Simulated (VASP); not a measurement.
# BaTiO3 in VASP: further runs

The runs below take BaTiO3 through single point, with PBE.

Program: VASP 6.6.1. These are calculated values, not measurements. Logs are shortened: lines on timing, memory, paths and dates and some standing lists are left out, and cuts for length are marked.

## Step 1: The cell of the first run

Symmetry: P4mm, No. 99, tetragonal system. Conventional cell: a = 4.052 Å, b = 4.052 Å, c = 4.071 Å, α = 90.00°, β = 90.00°, γ = 90.00°. Within 3.7 Å of Ba (site symmetry 4mm) lie 12 O at 2.82 to 2.92 Å and 8 Ti at 3.49 to 3.54 Å. Ti (site symmetry 4mm) has 6 O at 1.92 to 2.15 Å within 2.5 Å. O (site symmetry 2mm) has 2 Ti at 2.03 Å within 2.7 Å. O (site symmetry 4mm) has 2 Ti at 1.92 to 2.15 Å within 2.5 Å.

## Step 2: Single point, PBE

Contents of INCAR:

```
ALGO = Normal ; EDIFF = 1E-6
ENCUT = 910 ; GGA = PE
GGA_COMPAT = F ; ISIF = 2
ISMEAR = -1 ; LASPH = T
LCHARG = F ; LREAL = F
LWAVE = F ; NBANDS = 28
NELM = 120 ; PREC = Accurate
SIGMA = 0.05
```

Contents of KPOINTS:

```
k-points
0
Gamma
  7 7 7
```

Contents of POSCAR:

```
BaTiO3
1.0
    4.0524349834      0.0000000000      0.0000000000
    0.0000000000      4.0524349834      0.0000000000
    0.0000000000      0.0000000000      4.0708744845
Ba Ti O
1 1 3
Direct
    0.0000000000      0.0000000000      0.0000000000
    0.5000000000      0.5000000000      0.4900000000
    0.0000000000      0.5000000000      0.5170000000
    0.5000000000      0.0000000000      0.5170000000
    0.5000000000      0.5000000000      0.0190000000
```

Potentials or basis: VASP PAW PBE potentials, release 64 (Ba_sv, Ti_sv, O_h).

Started as:

```console
$ cat potpaw_PBE.64/Ba_sv/POTCAR potpaw_PBE.64/Ti_sv/POTCAR potpaw_PBE.64/O_h/POTCAR > POTCAR
$ mpirun -np 1 vasp_std > vasp.out
```

OUTCAR:

```text
EDIFF = 1E-6
   ENCUT = 910
   GGA = PE
   ISIF = 2
   ISMEAR = -1
   LASPH = T
   LREAL = F
   NELM = 120
   PREC = Accurate

 ion  position               nearest neighbor table
   1  0.000  0.000  0.000-   3 2.82   4 2.82   3 2.82   4 2.82   5 2.87   5 2.87   5 2.87   5 2.87
                             4 2.92   3 2.92   4 2.92   3 2.92   2 3.49   2 3.49   2 3.49   2 3.49
   2  0.500  0.500  0.490-   5 1.92   4 2.03   3 2.03   4 2.03   3 2.03   5 2.15   1 3.49   1 3.49
                             1 3.49   1 3.49   1 3.54   1 3.54   1 3.54   1 3.54
   3  0.000  0.500  0.517-   2 2.03   2 2.03   1 2.82   1 2.82   1 2.92   1 2.92
   4  0.500  0.000  0.517-   2 2.03   2 2.03   1 2.82   1 2.82   1 2.92   1 2.92
   5  0.500  0.500  0.019-   2 1.92   2 2.15   1 2.87   1 2.87   1 2.87   1 2.87

  LATTYP: Found a simple tetragonal cell.
 ALAT       =     4.0524349834
 C/A-ratio  =     1.0045502275

  Lattice vectors:

 A1 = (   4.0524349834,   0.0000000000,   0.0000000000)
 A2 = (   0.0000000000,   4.0524349834,   0.0000000000)
 A3 = (   0.0000000000,   0.0000000000,   4.0708744845)

Analysis of symmetry for initial positions (statically):
=====================================================================
 Subroutine PRICEL returns:
 Original cell was already a primitive cell.

 Routine SETGRP: Setting up the symmetry group for a
 simple tetragonal supercell.

 Subroutine GETGRP returns: Found  8 space group operations
 (whereof  8 operations were pure point group operations)
 out of a pool of 16 trial point group operations.

The static configuration has the point symmetry C_4v.

Analysis of symmetry for dynamics (positions and initial velocities):
=====================================================================
 Subroutine PRICEL returns:
 Original cell was already a primitive cell.

 Routine SETGRP: Setting up the symmetry group for a
 simple tetragonal supercell.

 Subroutine GETGRP returns: Found  8 space group operations
 (whereof  8 operations were pure point group operations)
 out of a pool of 16 trial point group operations.

The dynamic configuration has the point symmetry C_4v.

 Subroutine INISYM returns: Found  8 space group operations
 (whereof  8 operations are pure point group operations),
 and found     1 'primitive' translations

----------------------------------------------------------------------------------------

                                     Primitive cell

  volume of cell :      66.8528

  direct lattice vectors                    reciprocal lattice vectors
     4.052434983  0.000000000  0.000000000     0.246765217  0.000000000  0.000000000
     0.000000000  4.052434983  0.000000000     0.000000000  0.246765217  0.000000000
     0.000000000  0.000000000  4.070874485     0.000000000  0.000000000  0.245647466

  length of vectors
     4.052434983  4.052434983  4.070874485     0.246765217  0.246765217  0.245647466

  position of ions in fractional coordinates (direct lattice)
     0.000000000  0.000000000  0.000000000
     0.500000000  0.500000000  0.490000000
     0.000000000  0.500000000  0.517000000
     0.500000000  0.000000000  0.517000000
     0.500000000  0.500000000  0.019000000

  ion indices of the primitive-cell ions
   primitive index   ion index
                 1           1
                 2           2
                 3           3
                 4           4
                 5           5

----------------------------------------------------------------------------------------

 KPOINTS: k-points

Automatic generation of k-mesh.
 Grid dimensions read from file:
 generate k-points for:    7    7    7

 Generating k-lattice:

  Cartesian coordinates                     Fractional coordinates (reciprocal lattice)
     0.035252174  0.000000000  0.000000000     0.142857143  0.000000000  0.000000000
     0.000000000  0.035252174  0.000000000     0.000000000  0.142857143  0.000000000
     0.000000000  0.000000000  0.035092495     0.000000000  0.000000000  0.142857143

  Length of vectors
     0.035252174  0.035252174  0.035092495

  Shift w.r.t. Gamma in fractional coordinates (k-lattice)
     0.000000000  0.000000000  0.000000000

 Subroutine IBZKPT returns following result:
 ===========================================

 Found     40 irreducible k-points:

 Following reciprocal coordinates:
            Coordinates               Weight
  0.000000  0.000000  0.000000      1.000000
  0.142857  0.000000  0.000000      4.000000
  0.285714  0.000000  0.000000      4.000000
  0.428571  0.000000  0.000000      4.000000
  0.142857  0.142857  0.000000      4.000000
  0.285714  0.142857  0.000000      8.000000
[... 16 lines left out ...]
  0.285714  0.000000  0.285714      8.000000
  0.428571  0.000000  0.285714      8.000000
 [... further k-points ...]
   k-points           NKPTS =     40   k-points in BZ     NKDIM =     40   number of bands    NBANDS=     28
   number of dos      NEDOS =    301   number of ions     NIONS =      5
   total plane-waves  NPLWV =  64000
   dimension x,y,z NGX =    40 NGY =   40 NGZ =   40
   dimension x,y,z NGXF=    80 NGYF=   80 NGZF=   80
   ions per type =               1   1   3
   NGX,Y,Z   is equivalent  to a cutoff of  16.41, 16.41, 16.34 a.u.
   NGXF,Y,Z  is equivalent  to a cutoff of  32.82, 32.82, 32.67 a.u.
 SYSTEM =  unknown system
   PREC   = accura    normal or accurate (medium, high low for compatibility)
   ISTART =      0    job   : 0-new  1-cont  2-samecut
   ICHARG =      2    charge: 1-file 2-atom 10-const
   ISPIN  =      1    spin polarized calculation?
   LNONCOLLINEAR =      F non collinear calculations
   LSORBIT =      F    spin-orbit coupling
   LASPH  =      T    aspherical Exc in radial PAW
   ENCUT  =  910.0 eV  66.88 Ry    8.18 a.u.   9.97  9.97 10.01*2*pi/ulx,y,z
   NELM   =    120;   NELMIN=  2; NELMDL= -5     # of ELM steps
   EDIFF  = 0.1E-05   stopping-criterion for ELM
   LREAL  =      F    real-space projection
   EDIFFG = 0.1E-04   stopping-criterion for IOM
   NSW    =      0    number of steps for IOM
   IBRION =     -1    ionic relax: 0-MD 1-quasi-New 2-CG
   NFREE  =      0    steps in history (QN), initial steepest desc. (CG)
   ISIF   =      2    stress and relaxation
   ISYM   =      2    0-nonsym 1-usesym 2-fastsym
   POTIM  = 0.5000    time-step for ionic-motion
   TEBEG  =    0.0;   TEEND  =   0.0 temperature during run
   PSTRESS=    0.0 pullay stress
   NELECT =      40.0000    total number of electrons
   NUPDOWN=      -1.0000    fix difference up-down
   EMIN   =  10.00;   EMAX   =-10.00  energy-range for DOS
   EFERMI =   0.00;   METHOD = LEGACY
   ISMEAR =    -1;   SIGMA  =   0.05  broadening in eV -4-tet -1-fermi 0-gaus
   EFERMI_NEDOS =   21; number of points for ismear=-14 and -15
   IALGO  =     38    algorithm
   IMIX   =      4    mixing-type and parameters
     AMIX     =   0.40;   BMIX     =  1.00
     AMIX_MAG =   1.60;   BMIX_MAG =  1.00
  volume/ion in A,a.u.               =      13.37        90.23
  Fermi-wavevector in a.u.,A,eV,Ry     =   1.379500  2.606876 25.892144  1.903019
  Thomas-Fermi vector in A             =   2.504463
   LORBIT       =      0    0 simple, 1 ext, 2 COOP (PROOUT), +10 PAW based schemes
   GGA     = PE    functional components
   LHFCALC =     F    Hartree Fock is set to
   AEXX    =    0.0000 exact exchange contribution
   IVDW    =     0    specifies the selected vdW correction
   LEPSILON=     F    determine dielectric tensor
   LRPA    =     F    only Hartree local field effects (RPA)
 non-spin polarized calculation
  energy-cutoff  :      910.00
  volume of cell :       66.85
 maximum number of plane-waves:      4180
 NGX is ok and might be reduce to    40
   NGX = 19   NGY = 19   NGZ = 21

 number of electron      40.0000005 magnetization

 Free energy of the ion-electron system (eV)
  ---------------------------------------------------
  ext. energy  EPLUGINS =         0.00000000
  ---------------------------------------------------
  free energy    TOTEN  =       -40.02273424 eV

  energy without entropy =      -40.02273424  energy(sigma->0) =      -40.02273424

 E-fermi :   4.7483     XC(G=0): -11.0402

 val. band max:        3.8013664333   @ k =   0.4286   0.4286   0.4286
 cond. band min:       5.5873024936   @ k =   0.0000   0.0000   0.0000
 fundamental gap:      1.7859360604
 Fermi energy:         4.7483134375

 k-point     1 :       0.0000    0.0000    0.0000
  band No.  band energies     occupation
      1     -52.8705      2.00000
      2     -29.0873      2.00000
      3     -29.0619      2.00000
      4     -29.0619      2.00000
      5     -21.0604      2.00000
      6     -12.9356      2.00000
[... 20 lines left out ...]
     27       8.8974      0.00000
     28      10.7787      0.00000

 k-point     2 :       0.1429    0.0000    0.0000
  band No.  band energies     occupation
      1     -52.8703      2.00000
      2     -29.0870      2.00000
      3     -29.0700      2.00000
      4     -29.0616      2.00000
      5     -21.0426      2.00000
      6     -12.9435      2.00000
[... 20 lines left out ...]
     27       9.2572      0.00000
     28      11.2530      0.00000

 k-point     3 :       0.2857    0.0000    0.0000
  band No.  band energies     occupation
      1     -52.8700      2.00000
      2     -29.0882      2.00000
      3     -29.0861      2.00000
      4     -29.0609      2.00000
      5     -21.0021      2.00000
      6     -13.0099      2.00000
[... 20 lines left out ...]
     27      10.1740      0.00000
     28      12.0086      0.00000

 k-point     4 :       0.4286    0.0000    0.0000
  band No.  band energies     occupation
      1     -52.8697      2.00000
      2     -29.1025      2.00000
      3     -29.0857      2.00000
      4     -29.0604      2.00000
      5     -20.9690      2.00000
      6     -13.0940      2.00000
[... 20 lines left out ...]
     27      11.0788      0.00000
     28      11.9161      0.00000

 k-point     5 :       0.1429    0.1429    0.0000
  band No.  band energies     occupation
      1     -52.8702      2.00000
      2     -29.0867      2.00000
      3     -29.0698      2.00000
      4     -29.0695      2.00000
      5     -21.0259      2.00000
      6     -12.9329      2.00000
[... 20 lines left out ...]
     27       9.5838      0.00000
     28      11.5251      0.00000

 k-point     6 :       0.2857    0.1429    0.0000
  band No.  band energies     occupation
      1     -52.8698      2.00000
      2     -29.0878      2.00000
      3     -29.0858      2.00000
      4     -29.0689      2.00000
      5     -20.9878      2.00000
      6     -12.9577      2.00000
[... 463 lines left out ...]
      5     -21.0043      2.00000
      6     -12.9793      2.00000
[... 20 lines left out ...]
     27      10.1850      0.00000
     28      12.0040      0.00000

 k-point    22 :       0.1429    0.0000    0.2857
  band No.  band energies     occupation
      1     -52.8699      2.00000
      2     -29.1120      2.00000
      3     -29.0689      2.00000
      4     -29.0607      2.00000
      5     -20.9899      2.00000
      6     -12.9247      2.00000
[... 20 lines left out ...]
     27      10.5418      0.00000
     28      12.2485      0.00000

 k-point    23 :       0.2857    0.0000    0.2857
  band No.  band energies     occupation
      1     -52.8695      2.00000
      2     -29.1110      2.00000
      3     -29.0868      2.00000
      4     -29.0600      2.00000
      5     -20.9574      2.00000
      6     -12.8314      2.00000
[... 20 lines left out ...]
     27      11.4944      0.00000
     28      12.1489      0.00000

 k-point    24 :       0.4286    0.0000    0.2857
  band No.  band energies     occupation
      1     -52.8693      2.00000
      2     -29.1103      2.00000
      3     -29.1010      2.00000
      4     -29.0595      2.00000
      5     -20.9309      2.00000
      6     -12.8040      2.00000
[... 20 lines left out ...]
     27      12.0297      0.00000
     28      12.4951      0.00000

 [... further k-points ...]

------------------------ aborting loop because EDIFF is reached ----------------------------------------

  FORCE on cell =-STRESS in cart. coord.  units (eV):
  Direction    XX          YY          ZZ          XY          YZ          ZX
  --------------------------------------------------------------------------------------
  -------------------------------------------------------------------------------------
  Total       -1.1863696     -1.1863696     -0.8459856      0.0000000     -0.0000000      0.0000000
  in kB      -28.4322186    -28.4322186    -20.2746666      0.0000000     -0.0000000      0.0000000
  external PRESSURE =     -25.7130346 kB  Pullay stress =       0.0000000 kB

 VOLUME and BASIS-vectors are now :
 -----------------------------------------------------------------------------
  energy-cutoff  :      910.00
  volume of cell :       66.85
      direct lattice vectors                 reciprocal lattice vectors
     4.052434983  0.000000000  0.000000000     0.246765217  0.000000000  0.000000000
     0.000000000  4.052434983  0.000000000     0.000000000  0.246765217  0.000000000
     0.000000000  0.000000000  4.070874485     0.000000000  0.000000000  0.245647466

 POSITION                                       TOTAL-FORCE (eV/Angst)
 -----------------------------------------------------------------------------------
      0.00000      0.00000      0.00000         0.000000     -0.000000      0.039410
      2.02622      2.02622      1.99473         0.000000     -0.000000     -0.308240
      0.00000      2.02622      2.10464         0.000000      0.000000     -0.124653
      2.02622      0.00000      2.10464         0.000000     -0.000000     -0.124653
      2.02622      2.02622      0.07735         0.000000      0.000000      0.518137
 -----------------------------------------------------------------------------------
    total drift:                                0.000000      0.000000      0.001317

  FREE ENERGIE OF THE ION-ELECTRON SYSTEM (eV)
  ---------------------------------------------------
  free  energy   TOTEN  =       -40.0227342387 eV

  energy  without entropy=      -40.0227342370  energy(sigma->0) =      -40.02273424
```

Wall time 1.8 min (1 thread of AMD EPYC 9R45 (Zen 5), shared host); peak memory 0.32 GiB.

What came out:

| Quantity | Value |
| --- | --- |
| Free energy | -40.0227 eV |
| Pressure | -2.6 GPa |
| Largest force | 0.518 eV/Å |
| Band gap on the k mesh | 1.79 eV (least direct gap 2.01 eV) |

Forces on the atoms (eV/Å):
```
Ba   0.000  0.000  0.039
Ti   0.000  0.000 -0.308
O    0.000  0.000 -0.125
O    0.000  0.000 -0.125
O    0.000  0.000  0.518
```

Levels at points of the mesh, in eV from the valence-band top:
```csv
k point,band 18,band 19,band 20,band 21,band 22,band 23
"(0.00, 0.00, 0.00)",-0.24,-0.22,-0.22,1.79,1.99,1.99
```

Caveat: the cutoff is under 1.25 times the usual one of these potentials, so pressure, stress and relaxed cells hold a basis-set (Pulay) error; spin-orbit coupling is left out, which moves the levels of the heavy elements; an odd mesh through Γ misses points on the zone boundary, where band edges can lie.

(Continued in part 2 of 2.)
